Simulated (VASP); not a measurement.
A run of VASP 6.6.1:

Contents of INCAR:

```
PREC = Accurate
ENCUT = 520
EDIFF = 1E-7
ISMEAR = 0
SIGMA = 0.1
LREAL = F
LASPH = T
NELM = 100
ALGO = Normal
ISIF = 2
LWAVE = F
LCHARG = F
GGA = PE
NBANDS = 32
```

The input KPOINTS:

```
regular mesh
0
Gamma
  6 6 8
```

File POSCAR:

```
Nd2AlAs3
1.0
    6.6877627493      0.0000000000      0.0000000000
   -3.3438813746      5.7917724354      0.0000000000
    0.0000000000      0.0000000000      4.4242964064
Nd Al As
2 1 3
Direct
    0.6666666667      0.3333333333      0.5037319683
    0.3333333333      0.6666666667      0.5037319683
    0.0000000000      0.0000000000      0.1538243086
    0.0000000000      0.5000000000      0.0029022216
    0.5000000000      0.0000000000      0.0029022216
    0.5000000000      0.5000000000      0.0029022216
```

Potentials or basis: VASP PAW PBE potentials, release 64 (Nd, Al, As).

Run with:

```bash
$ cat potpaw_PBE.64/Nd/POTCAR potpaw_PBE.64/Al/POTCAR potpaw_PBE.64/As/POTCAR > POTCAR
$ mpirun -np 1 vasp_std > vasp.out
```

Hardware: 1 thread of Intel(R) Xeon(R) Platinum 8259CL CPU @ 2.50GHz (Skylake/Cascade Lake) (shared host).

Task: Estimate the wall time of this run.

Result: Wall time 16 min on 1 thread of Intel(R) Xeon(R) Platinum 8259CL CPU @ 2.50GHz (Skylake/Cascade Lake), on a shared host, peak memory 0.41 GiB. Counts: scf iterations 47, k points 35.
